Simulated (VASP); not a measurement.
# SiNi3 (Pm-3m) in VASP: notebook

SiNi3 is run at these levels: PBE; tasks: single point.

Program: VASP 6.6.1. These are calculated values, not measurements. Logs are shortened: lines on timing, memory, paths and dates and some standing lists are left out, and cuts for length are marked.

**1. The cell of the first run**

The structure is cubic, space group Pm-3m (No. 221). The conventional cell has a = 3.435 Å, b = 3.435 Å, c = 3.435 Å, α = 90.00°, β = 90.00°, γ = 90.00°. Si (site symmetry m-3m) has 12 Ni at 2.43 Å within 3.2 Å. Ni (site symmetry 4/mmm) has 4 Si at 2.43 Å and 8 Ni at 2.43 Å within 3.2 Å.

**2. Single point, PBE (volume scaled by 0.94)**

INCAR

```
SYSTEM = SiNi3
PREC     = Accurate       ! precision mode
ENCUT    = 520            ! plane-wave cutoff, eV
EDIFF    = 1E-7           ! SCF threshold, eV
ISMEAR   = 0              ! smearing method
SIGMA    = 0.1            ! smearing width, eV
LREAL    = .FALSE.        ! projectors in reciprocal space
LASPH    = .TRUE.         ! aspherical terms in the spheres
NELM     = 100            ! most SCF steps
ALGO     = Normal         ! electronic algorithm
ISIF     = 2              ! what is computed and relaxed
LWAVE    = .FALSE.        ! write WAVECAR
LCHARG   = .TRUE.         ! write CHGCAR
GGA      = PE             ! functional
LELF     = .TRUE.         ! ELF
LVHAR    = .TRUE.       
NBANDS   = 25             ! bands
```

KPOINTS

```
Automatic mesh
0
G
  12 12 12
  0 0 0
```

POSCAR

```
SiNi3
1.0
    3.4346909733      0.0000000000      0.0000000000
    0.0000000000      3.4346909733      0.0000000000
    0.0000000000      0.0000000000      3.4346909733
Si Ni
1 3
Direct
    0.0000000000      0.0000000000      0.0000000000
    0.0000000000      0.5000000000      0.5000000000
    0.5000000000      0.0000000000      0.5000000000
    0.5000000000      0.5000000000      0.0000000000
```

Potentials or basis: VASP PAW PBE potentials, release 64 (Si, Ni).

Launch:

```sh
> cat potpaw_PBE.64/Si/POTCAR potpaw_PBE.64/Ni/POTCAR > POTCAR
> mpirun -np 1 vasp_std > vasp.out
```

OUTCAR:

```text
SYSTEM = SiNi3
   PREC = Accurate
   ENCUT = 520
   EDIFF = 1E-7
   ISMEAR = 0
   LREAL = .FALSE.
   LASPH = .TRUE.
   NELM = 100
   ISIF = 2
   GGA = PE

 ion  position               nearest neighbor table
   1  0.000  0.000  0.000-   2 2.43   3 2.43   4 2.43   2 2.43   3 2.43   2 2.43   4 2.43   2 2.43
                             3 2.43   4 2.43   3 2.43   4 2.43
   2  0.000  0.500  0.500-   1 2.43   3 2.43   4 2.43   1 2.43   4 2.43   1 2.43   3 2.43   1 2.43
                             3 2.43   4 2.43   4 2.43   3 2.43
   3  0.500  0.000  0.500-   1 2.43   2 2.43   4 2.43   1 2.43   4 2.43   2 2.43   4 2.43   4 2.43
                             1 2.43   2 2.43   1 2.43   2 2.43
   4  0.500  0.500  0.000-   1 2.43   2 2.43   3 2.43   2 2.43   3 2.43   1 2.43   3 2.43   3 2.43
                             1 2.43   2 2.43   2 2.43   1 2.43

  LATTYP: Found a simple cubic cell.
 ALAT       =     3.4346909733

  Lattice vectors:

 A1 = (   3.4346909733,   0.0000000000,   0.0000000000)
 A2 = (   0.0000000000,   3.4346909733,   0.0000000000)
 A3 = (   0.0000000000,   0.0000000000,   3.4346909733)

Analysis of symmetry for initial positions (statically):
=====================================================================
 Subroutine PRICEL returns:
 Original cell was already a primitive cell.

 Routine SETGRP: Setting up the symmetry group for a
 simple cubic supercell.

 Subroutine GETGRP returns: Found 48 space group operations
 (whereof 48 operations were pure point group operations)
 out of a pool of 48 trial point group operations.

The static configuration has the point symmetry O_h .

Analysis of symmetry for dynamics (positions and initial velocities):
=====================================================================
 Subroutine PRICEL returns:
 Original cell was already a primitive cell.

 Routine SETGRP: Setting up the symmetry group for a
 simple cubic supercell.

 Subroutine GETGRP returns: Found 48 space group operations
 (whereof 48 operations were pure point group operations)
 out of a pool of 48 trial point group operations.

The dynamic configuration has the point symmetry O_h .

 Subroutine INISYM returns: Found 48 space group operations
 (whereof 48 operations are pure point group operations),
 and found     1 'primitive' translations

----------------------------------------------------------------------------------------

                                     Primitive cell

  volume of cell :      40.5194

  direct lattice vectors                    reciprocal lattice vectors
     3.434690973  0.000000000  0.000000000     0.291147008  0.000000000  0.000000000
     0.000000000  3.434690973  0.000000000     0.000000000  0.291147008  0.000000000
     0.000000000  0.000000000  3.434690973     0.000000000  0.000000000  0.291147008

  length of vectors
     3.434690973  3.434690973  3.434690973     0.291147008  0.291147008  0.291147008

  position of ions in fractional coordinates (direct lattice)
     0.000000000  0.000000000  0.000000000
     0.000000000  0.500000000  0.500000000
     0.500000000  0.000000000  0.500000000
     0.500000000  0.500000000  0.000000000

  ion indices of the primitive-cell ions
   primitive index   ion index
                 1           1
                 2           2
                 3           3
                 4           4

----------------------------------------------------------------------------------------

 KPOINTS: Automatic mesh

Automatic generation of k-mesh.
 Grid dimensions read from file:
 generate k-points for:   12   12   12

 Generating k-lattice:

  Cartesian coordinates                     Fractional coordinates (reciprocal lattice)
     0.024262251  0.000000000  0.000000000     0.083333333  0.000000000  0.000000000
     0.000000000  0.024262251  0.000000000     0.000000000  0.083333333  0.000000000
     0.000000000  0.000000000  0.024262251     0.000000000  0.000000000  0.083333333

  Length of vectors
     0.024262251  0.024262251  0.024262251

  Shift w.r.t. Gamma in fractional coordinates (k-lattice)
     0.000000000  0.000000000  0.000000000

 Subroutine IBZKPT returns following result:
 ===========================================

 Found     84 irreducible k-points:

 Following reciprocal coordinates:
            Coordinates               Weight
  0.000000  0.000000  0.000000      1.000000
  0.083333  0.000000  0.000000      6.000000
  0.166667  0.000000  0.000000      6.000000
  0.250000  0.000000  0.000000      6.000000
  0.333333  0.000000  0.000000      6.000000
  0.416667  0.000000  0.000000      6.000000
[... 16 lines left out ...]
  0.333333  0.333333  0.000000     12.000000
  0.416667  0.333333  0.000000     24.000000
 [... further k-points ...]
   k-points           NKPTS =     84   k-points in BZ     NKDIM =     84   number of bands    NBANDS=     25
   number of dos      NEDOS =    301   number of ions     NIONS =      4
   total plane-waves  NPLWV =  21952
   dimension x,y,z NGX =    28 NGY =   28 NGZ =   28
   dimension x,y,z NGXF=    56 NGYF=   56 NGZF=   56
   ions per type =               1   3
   NGX,Y,Z   is equivalent  to a cutoff of  13.55, 13.55, 13.55 a.u.
   NGXF,Y,Z  is equivalent  to a cutoff of  27.11, 27.11, 27.11 a.u.
 SYSTEM =  SiNi3
   PREC   = accura    normal or accurate (medium, high low for compatibility)
   ISTART =      0    job   : 0-new  1-cont  2-samecut
   ICHARG =      2    charge: 1-file 2-atom 10-const
   ISPIN  =      1    spin polarized calculation?
   LNONCOLLINEAR =      F non collinear calculations
   LSORBIT =      F    spin-orbit coupling
   LASPH  =      T    aspherical Exc in radial PAW
   ENCUT  =  520.0 eV  38.22 Ry    6.18 a.u.   6.39  6.39  6.39*2*pi/ulx,y,z
   NELM   =    100;   NELMIN=  2; NELMDL= -5     # of ELM steps
   EDIFF  = 0.1E-06   stopping-criterion for ELM
   LREAL  =      F    real-space projection
   EDIFFG = 0.1E-05   stopping-criterion for IOM
   NSW    =      0    number of steps for IOM
   IBRION =     -1    ionic relax: 0-MD 1-quasi-New 2-CG
   NFREE  =      0    steps in history (QN), initial steepest desc. (CG)
   ISIF   =      2    stress and relaxation
   ISYM   =      2    0-nonsym 1-usesym 2-fastsym
   POTIM  = 0.5000    time-step for ionic-motion
   TEBEG  =    0.0;   TEEND  =   0.0 temperature during run
   PSTRESS=    0.0 pullay stress
   NELECT =      34.0000    total number of electrons
   NUPDOWN=      -1.0000    fix difference up-down
   EMIN   =  10.00;   EMAX   =-10.00  energy-range for DOS
   EFERMI =   0.00;   METHOD = LEGACY
   ISMEAR =     0;   SIGMA  =   0.10  broadening in eV -4-tet -1-fermi 0-gaus
   EFERMI_NEDOS =   21; number of points for ismear=-14 and -15
   IALGO  =     38    algorithm
   IMIX   =      4    mixing-type and parameters
     AMIX     =   0.40;   BMIX     =  1.00
     AMIX_MAG =   1.60;   BMIX_MAG =  1.00
  volume/ion in A,a.u.               =      10.13        68.36
  Fermi-wavevector in a.u.,A,eV,Ry     =   1.544117  2.917958 32.440324  2.384297
  Thomas-Fermi vector in A             =   2.649683
   LORBIT       =      0    0 simple, 1 ext, 2 COOP (PROOUT), +10 PAW based schemes
   GGA     = PE    functional components
   LHFCALC =     F    Hartree Fock is set to
   AEXX    =    0.0000 exact exchange contribution
   IVDW    =     0    specifies the selected vdW correction
   LEPSILON=     F    determine dielectric tensor
   LRPA    =     F    only Hartree local field effects (RPA)
 non-spin polarized calculation
 Gauss-broadening in eV      SIGMA  =   0.10
  energy-cutoff  :      520.00
  volume of cell :       40.52
 maximum number of plane-waves:      1108
 NGX is ok and might be reduce to    28
   NGX = 13   NGY = 13   NGZ = 13

 number of electron      33.9999978 magnetization

 Free energy of the ion-electron system (eV)
  ---------------------------------------------------
  ext. energy  EPLUGINS =         0.00000000
  ---------------------------------------------------
  free energy    TOTEN  =       -23.57028918 eV

  energy without entropy =      -23.56037940  energy(sigma->0) =      -23.56533429

 E-fermi :  11.6107     XC(G=0): -13.4412

 val. band max:       11.6052266807   @ k =   0.0833   0.0833   0.0000
 cond. band min:      11.6340025410   @ k =   0.4167   0.4167   0.3333
 fundamental gap:      0.0287758603
 Fermi energy:        11.6106852489

 k-point     1 :       0.0000    0.0000    0.0000
  band No.  band energies     occupation
      1      -0.8172      2.00000
      2       6.3304      2.00000
      3       7.1758      2.00000
      4       7.1758      2.00000
      5       7.7391      2.00000
      6       7.7391      2.00000
[... 17 lines left out ...]
     24      22.6535      0.00000
     25      22.6535      0.00000

 k-point     2 :       0.0833    0.0000    0.0000
  band No.  band energies     occupation
      1      -0.7315      2.00000
      2       6.3537      2.00000
      3       7.0607      2.00000
      4       7.2378      2.00000
      5       7.7338      2.00000
      6       7.7338      2.00000
[... 17 lines left out ...]
     24      22.3706      0.00000
     25      22.4445      0.00000

 k-point     3 :       0.1667    0.0000    0.0000
  band No.  band energies     occupation
      1      -0.4777      2.00000
      2       6.2740      2.00000
      3       6.8250      2.00000
      4       7.4172      2.00000
      5       7.7137      2.00000
      6       7.7137      2.00000
[... 17 lines left out ...]
     24      21.4406      0.00000
     25      22.0440      0.00000

 k-point     4 :       0.2500    0.0000    0.0000
  band No.  band energies     occupation
      1      -0.0677      2.00000
      2       5.6505      2.00000
      3       6.8940      2.00000
      4       7.6719      2.00000
      5       7.6719      2.00000
      6       7.6916      2.00000
[... 17 lines left out ...]
     24      20.1763      0.00000
     25      22.2889      0.00000
[... 477 lines left out ...]
 k-point    22 :       0.5000    0.2500    0.0000
  band No.  band energies     occupation
      1       1.9451      2.00000
      2       4.1382      2.00000
      3       6.5243      2.00000
      4       7.4148      2.00000
      5       7.6955      2.00000
      6       8.3791      2.00000
[... 17 lines left out ...]
     24      21.7556      0.00000
     25      22.1611      0.00000

 k-point    23 :       0.3333    0.3333    0.0000
  band No.  band energies     occupation
      1       1.6126      2.00000
      2       5.5157      2.00000
      3       5.6203      2.00000
      4       7.4070      2.00000
      5       7.6917      2.00000
      6       8.2684      2.00000
[... 17 lines left out ...]
     24      21.9148      0.00000
     25      22.5778      0.00000

 k-point    24 :       0.4167    0.3333    0.0000
  band No.  band energies     occupation
      1       2.0970      2.00000
      2       4.8843      2.00000
      3       5.8238      2.00000
      4       7.3670      2.00000
      5       7.7836      2.00000
      6       8.4411      2.00000
[... 17 lines left out ...]
     24      21.9302      0.00000
     25      22.9302      0.00000

 [... further k-points ...]
[... 5 lines left out ...]
  --------------------------------------------------------------------------------------
  -------------------------------------------------------------------------------------
  Total        3.8409374      3.8409374      3.8409374      0.0000000      0.0000000      0.0000000
  in kB      151.8744792    151.8744792    151.8744792      0.0000000      0.0000000      0.0000000
  external PRESSURE =     151.8744792 kB  Pullay stress =       0.0000000 kB

 VOLUME and BASIS-vectors are now :
 -----------------------------------------------------------------------------
  energy-cutoff  :      520.00
  volume of cell :       40.52
      direct lattice vectors                 reciprocal lattice vectors
     3.434690973  0.000000000  0.000000000     0.291147008  0.000000000  0.000000000
     0.000000000  3.434690973  0.000000000     0.000000000  0.291147008  0.000000000
     0.000000000  0.000000000  3.434690973     0.000000000  0.000000000  0.291147008

 POSITION                                       TOTAL-FORCE (eV/Angst)
 -----------------------------------------------------------------------------------
      0.00000      0.00000      0.00000         0.000000      0.000000      0.000000
      0.00000      1.71735      1.71735         0.000000      0.000000      0.000000
      1.71735      0.00000      1.71735         0.000000      0.000000      0.000000
      1.71735      1.71735      0.00000         0.000000      0.000000      0.000000
 -----------------------------------------------------------------------------------
    total drift:                                0.000000      0.000000      0.000000

  FREE ENERGIE OF THE ION-ELECTRON SYSTEM (eV)
  ---------------------------------------------------
  free  energy   TOTEN  =       -23.5702891804 eV

  energy  without entropy=      -23.5603794035  energy(sigma->0) =      -23.56533429
```

Run time: 35 s. Hardware: 1 thread of Intel Xeon 6975P-C (Granite Rapids), shared host; peak memory 0.2 GiB.

Results:

| Quantity | Value |
| --- | --- |
| Free energy | -23.5703 eV |
| Pressure | 15.2 GPa |
| Band gap on the k mesh | zero (band 17 reaches 11.65 eV, above the bottom of band 18 at 11.39 eV) |

Levels at points of the mesh, in eV from the Fermi level:
| k point | band 13 | band 14 | band 15 | band 16 | band 17 | band 18 | band 19 | band 20 | band 21 | band 22 |
| --- | --- | --- | --- | --- | --- | --- | --- | --- | --- | --- |
| (0.00, 0.00, 0.00) | -0.96 | -0.68 | -0.68 | -0.32 | 0.04 | 0.04 | 0.04 | 5.42 | 6.62 | 6.62 |
| (0.50, 0.00, 0.00) | -1.43 | -1.42 | -1.25 | -0.61 | 0.04 | 3.85 | 3.85 | 5.42 | 5.42 | 5.67 |
| (0.50, 0.50, 0.00) | -1.57 | -1.56 | -1.21 | -1.11 | -1.03 | 0.72 | 0.72 | 5.98 | 6.65 | 7.90 |
| (0.50, 0.50, 0.50) | -1.59 | -1.36 | -1.36 | -0.52 | -0.22 | -0.22 | -0.22 | 1.48 | 4.30 | 4.30 |

**3. Single point, PBE (volume scaled by 0.97)**

INCAR

```
PREC = Accurate
ENCUT = 520
EDIFF = 1E-7
ISMEAR = 0
SIGMA = 0.1
LREAL = False
LASPH = True
NELM = 100
ALGO = Normal
ISIF = 2
LWAVE = False
LCHARG = False
GGA = PE
NBANDS = 25
```

KPOINTS

```
Automatic mesh
0
Gamma
  12 12 12
```

POSCAR

```
SiNi3
1.0
    3.4708482722      0.0000000000      0.0000000000
    0.0000000000      3.4708482722      0.0000000000
    0.0000000000      0.0000000000      3.4708482722
Si Ni
1 3
Direct
    0.0000000000      0.0000000000      0.0000000000
    0.0000000000      0.5000000000      0.5000000000
    0.5000000000      0.0000000000      0.5000000000
    0.5000000000      0.5000000000      0.0000000000
```

Potentials or basis: VASP PAW PBE potentials, release 64 (Si, Ni).

Launch:

```sh
> cat potpaw_PBE.64/Si/POTCAR potpaw_PBE.64/Ni/POTCAR > POTCAR
> mpirun -np 1 vasp_std > vasp.out
```

Wall time 34 s (1 thread of Intel Xeon 6975P-C (Granite Rapids), shared host); peak memory 0.2 GiB.

It converged, with:

* Free energy: -23.6587 eV
* Pressure: 7.0 GPa
* Band gap on the k mesh: zero (band 17 reaches 11.15 eV, above the bottom of band 18 at 10.90 eV)

Levels at points of the mesh, in eV from the Fermi level:
```
           k point  band 14  band 15  band 16  band 17  band 18  band 19  band 20  band 21
(0.00, 0.00, 0.00)    -0.65    -0.65    -0.31     0.04     0.04     0.04     5.11     6.47
(0.50, 0.00, 0.00)    -1.35    -1.20    -0.58     0.04     3.72     3.72     5.34     5.34
(0.50, 0.50, 0.00)    -1.49    -1.16    -1.06    -0.99     0.68     0.68     5.78     6.49
(0.50, 0.50, 0.50)    -1.30    -1.30    -0.45    -0.21    -0.21    -0.21     1.34     4.16
```

 Spin polarisation is off, so any magnetic state and its effect on volume and gap are missing.

(Part 1 of 2 ends here.)
